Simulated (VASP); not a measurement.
The system is P.

```
P
1.0
     2.53000    0.00000    0.00000
     0.00000    2.53000    0.00000
     0.00000    0.00000    2.53000
P
1
Direct
  0.00000 0.00000 0.00000
```

This isn't the form of P at room conditions, which is orthorhombic.

| Item | Value |
| --- | --- |
| Program | VASP 6.6.1 |
| Task | relaxation of cell and atoms |
| Functional | r2SCAN |
| Potentials or basis | VASP PAW PBE potentials, release 64 (P) |
| Cutoff | 600 eV |
| k mesh | 8 × 8 × 8 |
| Occupations | gaussian, width 0.02 eV |
| Spin | no spin polarisation |

At the start: pressure -11.4 GPa; volume 16.19 Å³/atom.

How do energy, volume and symmetry change on relaxing?

Over 3 steps the energy falls by 72.1 meV/atom and the volume is 14.39 Å³/atom (-11.1 %); space group Pm-3m (No. 221, to 0.1 Å) before and after.

Step by step:
```
step  energy change (eV)  largest force (eV/Å)  pressure (GPa)  volume (Å³)
   1              0.0000                0.0000          -11.41        16.19
   2             -0.0550                0.0000            7.72        13.64
   3             -0.0721                0.0000           -0.01        14.39
```

Final structure:
```
CELL_PARAMETERS angstrom
2.43227 0.00000 0.00000
0.00000 2.43227 0.00000
0.00000 0.00000 2.43227
ATOMIC_POSITIONS crystal
P 0.00000 0.00000 0.00000
```

Caveat: the PAW data sets were made with another functional, which shifts forces and pressure a little.
